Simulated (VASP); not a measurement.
# MnO (I4/mmm) in VASP: electric field gradients with LDA

Aim: the electric field gradients of MnO with LDA.

All numbers are computed with VASP 6.6.1; they aren't measurements. Logs are shortened: lines on timing, memory, paths and dates and some standing lists are left out, and cuts for length are marked.

## (1) The cell of the first run

Symmetry: I4/mmm, No. 139, tetragonal system. The conventional cell has a = 3.111 Å, b = 3.111 Å, c = 4.444 Å, α = 90.00°, β = 90.00°, γ = 90.00°. Within 2.9 Å of Mn (site symmetry 4/mmm) lie 6 O at 2.20 to 2.22 Å. Within 2.9 Å of O (site symmetry 4/mmm) lie 6 Mn at 2.20 to 2.22 Å.

## (2) Electric field gradients, LDA, collinear spin, ferromagnetic start (equal xx and yy strain of -1 %)

INCAR reads:

```
SYSTEM = MnO
ALGO     = Normal         ! electronic algorithm
EDIFF    = 1E-8           ! SCF threshold, eV
ENCUT    = 520            ! plane-wave cutoff, eV
GGA      = CA             ! functional
ISIF     = 2              ! what is computed and relaxed
ISMEAR   = -1             ! smearing method
ISPIN    = 2              ! spin polarisation
LASPH    = .TRUE.         ! aspherical terms in the spheres
LCHARG   = .FALSE.        ! write CHGCAR
LEFG     = .TRUE.       
LMAXMIX  = 4              ! l up to which the mixer works
LORBIT   = 11             ! projections on sites
LREAL    = .FALSE.        ! projectors in reciprocal space
LWAVE    = .FALSE.        ! write WAVECAR
MAGMOM   = 4 0            ! initial moments
NBANDS   = 20             ! bands
NELM     = 150            ! most SCF steps
PREC     = Accurate       ! precision mode
SIGMA    = 0.05           ! smearing width, eV
```

KPOINTS reads:

```
k-points
0
G
  16 16 16
  0 0 0
```

POSCAR reads:

```
MnO
1.0
    0.0000000000      2.1997800000      2.2220000000
    2.1997800000      0.0000000000      2.2220000000
    2.1997800000      2.1997800000      0.0000000000
Mn O
1 1
Direct
    0.0000000000      0.0000000000      0.0000000000
    0.5000000000      0.5000000000      0.5000000000
```

Potentials or basis: VASP PAW LDA potentials, release 64 (Mn_pv, O).

On the command line:

```
cat potpaw_LDA.64/Mn_pv/POTCAR potpaw_LDA.64/O/POTCAR > POTCAR
mpirun -np 1 vasp_std > vasp.out
```

OUTCAR:

```text
SYSTEM = MnO
   EDIFF = 1E-8
   ENCUT = 520
   GGA = CA
   ISIF = 2
   ISMEAR = -1
   ISPIN = 2
   LASPH = .TRUE.
   LORBIT = 11
   LREAL = .FALSE.
   NELM = 150
   PREC = Accurate

 ion  position               nearest neighbor table
   1  0.000  0.000  0.000-   2 2.20   2 2.20   2 2.20   2 2.20   2 2.22   2 2.22
   2  0.500  0.500  0.500-   1 2.20   1 2.20   1 2.20   1 2.20   1 2.22   1 2.22

  LATTYP: Found a body centered tetragonal cell.
 ALAT       =     3.1109587102
 C/A-ratio  =     1.4284985479

  Lattice vectors:

 A1 = (  -2.1997800000,   0.0000000000,   2.2220000000)
 A2 = (   2.1997800000,   0.0000000000,   2.2220000000)
 A3 = (   0.0000000000,   2.1997800000,  -2.2220000000)

Analysis of symmetry for initial positions (statically):
=====================================================================
 Subroutine PRICEL returns:
 Original cell was already a primitive cell.

 Routine SETGRP: Setting up the symmetry group for a
 body centered tetragonal supercell.

 Subroutine GETGRP returns: Found 16 space group operations
 (whereof 16 operations were pure point group operations)
 out of a pool of 16 trial point group operations.

The static configuration has the point symmetry D_4h.

Analysis of symmetry for dynamics (positions and initial velocities):
=====================================================================
 Subroutine PRICEL returns:
 Original cell was already a primitive cell.

 Routine SETGRP: Setting up the symmetry group for a
 body centered tetragonal supercell.

 Subroutine GETGRP returns: Found 16 space group operations
 (whereof 16 operations were pure point group operations)
 out of a pool of 16 trial point group operations.

The dynamic configuration has the point symmetry D_4h.

Analysis of structural, dynamic, and magnetic symmetry:
=====================================================================
 Subroutine PRICEL returns:
 Original cell was already a primitive cell.

 Routine SETGRP: Setting up the symmetry group for a
 body centered tetragonal supercell.

 Subroutine GETGRP returns: Found 16 space group operations
 (whereof 16 operations were pure point group operations)
 out of a pool of 16 trial point group operations.

The overall configuration has the point symmetry D_4h.

 Subroutine INISYM returns: Found 16 space group operations
 (whereof 16 operations are pure point group operations),
 and found     1 'primitive' translations

----------------------------------------------------------------------------------------

                                     Primitive cell

  volume of cell :      21.5047

  direct lattice vectors                    reciprocal lattice vectors
     0.000000000  2.199780000  2.222000000    -0.227295457  0.227295457  0.225022502
     2.199780000  0.000000000  2.222000000     0.227295457 -0.227295457  0.225022502
     2.199780000  2.199780000  0.000000000     0.227295457  0.227295457 -0.225022502

  length of vectors
     3.126710100  3.126710100  3.110958710     0.392379378  0.392379378  0.392379378

  position of ions in fractional coordinates (direct lattice)
     0.000000000  0.000000000  0.000000000
     0.500000000  0.500000000  0.500000000

  ion indices of the primitive-cell ions
   primitive index   ion index
                 1           1
                 2           2

----------------------------------------------------------------------------------------

 KPOINTS: k-points

Automatic generation of k-mesh.
 Grid dimensions read from file:
 generate k-points for:   16   16   16

 Generating k-lattice:

  Cartesian coordinates                     Fractional coordinates (reciprocal lattice)
    -0.014205966  0.014205966  0.014063906     0.062500000  0.000000000  0.000000000
     0.014205966 -0.014205966  0.014063906     0.000000000  0.062500000  0.000000000
     0.014205966  0.014205966 -0.014063906     0.000000000  0.000000000  0.062500000

  Length of vectors
     0.024523711  0.024523711  0.024523711

  Shift w.r.t. Gamma in fractional coordinates (k-lattice)
     0.000000000  0.000000000  0.000000000

 Subroutine IBZKPT returns following result:
 ===========================================

 Found    349 irreducible k-points:

 Following reciprocal coordinates:
            Coordinates               Weight
  0.000000  0.000000  0.000000      1.000000
  0.062500  0.000000  0.000000      8.000000
  0.125000  0.000000  0.000000      8.000000
  0.187500  0.000000  0.000000      8.000000
  0.250000  0.000000  0.000000      8.000000
  0.312500  0.000000  0.000000      8.000000
[... 16 lines left out ...]
 -0.125000  0.062500  0.000000      8.000000
 -0.062500  0.062500  0.000000      4.000000
 [... further k-points ...]
   k-points           NKPTS =    349   k-points in BZ     NKDIM =    349   number of bands    NBANDS=     20
   number of dos      NEDOS =    301   number of ions     NIONS =      2
   total plane-waves  NPLWV =  13824
   dimension x,y,z NGX =    24 NGY =   24 NGZ =   24
   dimension x,y,z NGXF=    48 NGYF=   48 NGZF=   48
   ions per type =               1   1
   NGX,Y,Z   is equivalent  to a cutoff of  12.76, 12.76, 12.83 a.u.
   NGXF,Y,Z  is equivalent  to a cutoff of  25.52, 25.52, 25.65 a.u.
 SYSTEM =  MnO
   PREC   = accura    normal or accurate (medium, high low for compatibility)
   ISTART =      0    job   : 0-new  1-cont  2-samecut
   ICHARG =      2    charge: 1-file 2-atom 10-const
   ISPIN  =      2    spin polarized calculation?
   LNONCOLLINEAR =      F non collinear calculations
   LSORBIT =      F    spin-orbit coupling
   LASPH  =      T    aspherical Exc in radial PAW
   ENCUT  =  520.0 eV  38.22 Ry    6.18 a.u.   5.81  5.81  5.78*2*pi/ulx,y,z
   NELM   =    150;   NELMIN=  2; NELMDL= -5     # of ELM steps
   EDIFF  = 0.1E-07   stopping-criterion for ELM
   LREAL  =      F    real-space projection
   EDIFFG = 0.1E-06   stopping-criterion for IOM
   NSW    =      0    number of steps for IOM
   IBRION =     -1    ionic relax: 0-MD 1-quasi-New 2-CG
   NFREE  =      0    steps in history (QN), initial steepest desc. (CG)
   ISIF   =      2    stress and relaxation
   ISYM   =      2    0-nonsym 1-usesym 2-fastsym
   POTIM  = 0.5000    time-step for ionic-motion
   TEBEG  =    0.0;   TEEND  =   0.0 temperature during run
   PSTRESS=    0.0 pullay stress
   NELECT =      19.0000    total number of electrons
   NUPDOWN=      -1.0000    fix difference up-down
   EMIN   =  10.00;   EMAX   =-10.00  energy-range for DOS
   EFERMI =   0.00;   METHOD = LEGACY
   ISMEAR =    -1;   SIGMA  =   0.05  broadening in eV -4-tet -1-fermi 0-gaus
   EFERMI_NEDOS =   21; number of points for ismear=-14 and -15
   IALGO  =     38    algorithm
   IMIX   =      4    mixing-type and parameters
     AMIX     =   0.40;   BMIX     =  1.00
     AMIX_MAG =   1.60;   BMIX_MAG =  1.00
  volume/ion in A,a.u.               =      10.75        72.56
  Fermi-wavevector in a.u.,A,eV,Ry     =   1.570900  2.968570 33.575458  2.467727
  Thomas-Fermi vector in A             =   2.672564
   LORBIT       =     11    0 simple, 1 ext, 2 COOP (PROOUT), +10 PAW based schemes
   GGA     = CA    functional components
   LHFCALC =     F    Hartree Fock is set to
   AEXX    =    0.0000 exact exchange contribution
   IVDW    =     0    specifies the selected vdW correction
   LEPSILON=     F    determine dielectric tensor
   LRPA    =     F    only Hartree local field effects (RPA)
 spin polarized calculation
  energy-cutoff  :      520.00
  volume of cell :       21.50
 maximum number of plane-waves:       596
   NGX = 11   NGY = 11   NGZ = 11

 number of electron      18.9999998 magnetization       4.4713571

 Free energy of the ion-electron system (eV)
  ---------------------------------------------------
  ext. energy  EPLUGINS =         0.00000000
  ---------------------------------------------------
  free energy    TOTEN  =       -17.63917292 eV

  energy without entropy =      -17.62911016  energy(sigma->0) =      -17.63414154

 E-fermi :   7.4581     XC(G=0): -12.5117

 val. band max:        7.4577053725   @ k =  -0.2500   0.2500   0.1250
 cond. band min:       7.4590145993   @ k =  -0.3750  -0.0000   0.2500
 fundamental gap:      0.0013092268
 Fermi energy:         7.4580721047

 spin component 1

 k-point     1 :       0.0000    0.0000    0.0000
  band No.  band energies     occupation
      1     -42.2491      1.00000
      2     -42.2491      1.00000
      3     -42.2444      1.00000
      4     -12.7635      1.00000
      5       3.5202      1.00000
      6       3.5202      1.00000
[... 12 lines left out ...]
     19      27.6373      0.00000
     20      27.6373      0.00000
[... 507 lines left out ...]
 k-point    24 :      -0.0625    0.0625    0.0000
  band No.  band energies     occupation
      1     -42.2561      1.00000
      2     -42.2495      1.00000
      3     -42.2464      1.00000
      4     -12.6672      1.00000
      5       2.6341      1.00000
      6       2.9484      1.00000
[... 12 lines left out ...]
     19      27.6158      0.00000
     20      28.7316      0.00000

 [... further k-points ...]

 spin component 2

 k-point     1 :       0.0000    0.0000    0.0000
  band No.  band energies     occupation
      1     -38.2146      1.00000
      2     -38.2146      1.00000
      3     -38.1958      1.00000
      4     -12.3240      1.00000
      5       3.9309      1.00000
      6       3.9309      1.00000
[... 12 lines left out ...]
     19      29.2855      0.00000
     20      29.2855      0.00000
[... 507 lines left out ...]
 k-point    24 :      -0.0625    0.0625    0.0000
  band No.  band energies     occupation
      1     -38.2234      1.00000
      2     -38.2150      1.00000
      3     -38.1983      1.00000
      4     -12.2294      1.00000
      5       3.2635      1.00000
      6       3.6732      1.00000
[... 12 lines left out ...]
     19      29.1535      0.00000
     20      30.3091      0.00000

 [... further k-points ...]
[... 5 lines left out ...]
  --------------------------------------------------------------------------------------
  -------------------------------------------------------------------------------------
  Total       -2.1269715     -2.1269715     -2.0691847      0.0000000      0.0000000      0.0000000
  in kB     -158.4673164   -158.4673164   -154.1619833      0.0000000      0.0000000      0.0000000
  external PRESSURE =    -157.0322054 kB  Pullay stress =       0.0000000 kB

 VOLUME and BASIS-vectors are now :
 -----------------------------------------------------------------------------
  energy-cutoff  :      520.00
  volume of cell :       21.50
      direct lattice vectors                 reciprocal lattice vectors
     0.000000000  2.199780000  2.222000000    -0.227295457  0.227295457  0.225022502
     2.199780000  0.000000000  2.222000000     0.227295457 -0.227295457  0.225022502
     2.199780000  2.199780000  0.000000000     0.227295457  0.227295457 -0.225022502

 POSITION                                       TOTAL-FORCE (eV/Angst)
 -----------------------------------------------------------------------------------
      0.00000      0.00000      0.00000        -0.000000      0.000000     -0.000000
      2.19978      2.19978      2.22200         0.000000     -0.000000      0.000000
 -----------------------------------------------------------------------------------
    total drift:                                0.000000     -0.000000     -0.000000

  FREE ENERGIE OF THE ION-ELECTRON SYSTEM (eV)
  ---------------------------------------------------
  free  energy   TOTEN  =       -17.6391729159 eV

  energy  without entropy=      -17.6291101628  energy(sigma->0) =      -17.63414154

 Electric field gradients (V/A^2)
---------------------------------------------------------------------
 ion       V_xx      V_yy      V_zz      V_xy      V_xz      V_yz
---------------------------------------------------------------------
   1      -1.155    -1.155     2.309     0.004     0.003     0.003
   2       0.796     0.796    -1.592    -0.001    -0.000    -0.000
---------------------------------------------------------------------

 Electric field gradients after diagonalization (V/A^2)
 (convention: |V_zz| > |V_xx| > |V_yy|)
----------------------------------------------------------------------
 ion       V_xx      V_yy      V_zz     asymmetry (V_yy - V_xx)/ V_zz
----------------------------------------------------------------------
   1      -1.159    -1.150     2.310       0.004
   2       0.797     0.795    -1.592       0.001
----------------------------------------------------------------------

           NMR quadrupolar parameters

 Cq : quadrupolar parameter    Cq=e*Q*V_zz/h
 eta: asymmetry parameters     (V_yy - V_xx)/ V_zz
 Q  : nuclear electric quadrupole moment in mb (millibarn)
----------------------------------------------------------------------
 ion       Cq(MHz)       eta       Q (mb)
----------------------------------------------------------------------
   1       0.006       0.004       1.000
   2      -0.004       0.001       1.000
----------------------------------------------------------------------

 total charge

# of ion       s       p       d       tot
------------------------------------------
    1        0.210   6.183   5.009  11.402
    2        1.550   3.383   0.000   4.933
--------------------------------------------------
tot          1.760   9.566   5.009  16.335

 magnetization (x)

# of ion       s       p       d       tot
------------------------------------------
    1        0.029   0.020   4.021   4.069
    2        0.029   0.151   0.000   0.181
--------------------------------------------------
tot          0.058   0.171   4.021   4.250
```

It took 16 min on 1 thread of AMD EPYC 7R13, shared host; peak memory 0.28 GiB.

What came out:

| Quantity | Value |
| --- | --- |
| Free energy | -17.6392 eV |
| Pressure | -15.7 GPa |
| Net moment | 4.47 μB per cell |
| Site moments | Mn +4.07; O +0.18 μB |
| Largest electric field gradient by atom | Mn +2.3; O -1.6 V/Å² |
| Valence electrons inside the program's atomic spheres | Mn 11.40; O 4.93 |

Stress tensor (GPa, compression positive):
```
-15.85   0.00   0.00
  0.00 -15.85   0.00
  0.00   0.00 -15.42
```

Electric field gradients, principal values (V/Å²):
```
atom   least  middle  greatest (by size)
1 Mn  -1.150  -1.159               2.310
 2 O   0.795   0.797              -1.592
```

Caveat: the cell differs from its parent crystal (equal xx and yy strain of -1 %); the cell stands under tension; without QUAD_EFG the Cq values of the log hold for a quadrupole moment of 1 mb, not for the nuclei; a cell with one magnetic atom can't hold antiferromagnetic order, which such compounds often take; semilocal functionals often make such compounds metallic where correlation or magnetic order opens a gap, which also shifts bond lengths.
